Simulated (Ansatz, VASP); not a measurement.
**Two plane-wave programs on Pb**

```
CELL_PARAMETERS angstrom
3.34080 0.00000 0.00000
-1.67040 2.89322 0.00000
0.00000 0.00000 5.14280
ATOMIC_POSITIONS crystal
Pb 0.33333 0.66667 0.25000
Pb 0.66667 0.33333 0.75000
```

Change from the starting cell: strain -0.040 along x and y, -0.080 along z, atoms carried along.

Alike in both runs: task single point; functional PBEsol; k mesh 18 × 18 × 10; occupations gaussian, width 0.15 eV; no spin polarisation.

```csv
,VASP,Ansatz
version,VASP 6.6.1,Ansatz 0.2.0
potentials or method,"VASP PAW PBE potentials, release 64 (Pb_d), cutoff 520 eV","scalar-relativistic, plane waves, PAW"
valence electrons in the cell,28,28
```

VASP gave:

```
gap on the k mesh at the Fermi level (eV)                     : none
pressure (GPa)                                                : 13.6
traceless stress, the component that is largest in VASP (GPa) : 3.33
```

Which values does Ansatz return?

gap on the k mesh at the Fermi level (eV): none; pressure (GPa): 13.7; traceless stress, the component that is largest in VASP (GPa): 3.33.

VASP's potentials were made for PBE, not for PBEsol. A gap of «none» marks a metal or a gap that the smearing closes. The functional is the same, so the differences come from potentials, cutoffs and numerics.

Neither program's run includes spin-orbit coupling.
